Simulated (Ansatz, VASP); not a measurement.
# One calculation of Pt, two programs

```
Pt
1.0
     0.00000    2.26023    1.46915
     2.26023    0.00000    1.46915
     2.26023    2.26023    0.00000
Pt
1
Direct
  0.00000 0.00000 0.00000
```

Alike in both runs: task single point; functional PBE; k mesh 24 × 24 × 24; occupations fermi-dirac, width 0.02 eV; no spin polarisation.

|  | VASP | Ansatz |
| --- | --- | --- |
| version | VASP 6.6.1 | Ansatz 0.2.0 |
| potentials or method | VASP PAW PBE potentials, release 64 (Pt), cutoff 520 eV | scalar-relativistic, plane waves, PAW |
| valence electrons in the cell | 10 | 18 |

```csv
,VASP,Ansatz,Ansatz less VASP
gap on the k mesh at the Fermi level (eV),none,none,-
pressure (GPa),13.7,14.3,+0.55
"traceless stress, the component that is largest in VASP (GPa)",-5.79,-5.82,-0.039
```

A gap of «none» marks a metal or a gap that the smearing closes. VASP's potentials hold 10 valence electrons a cell and Ansatz's 18, so a difference there can come from the potentials and not from the codes.

Neither program's run includes spin-orbit coupling.
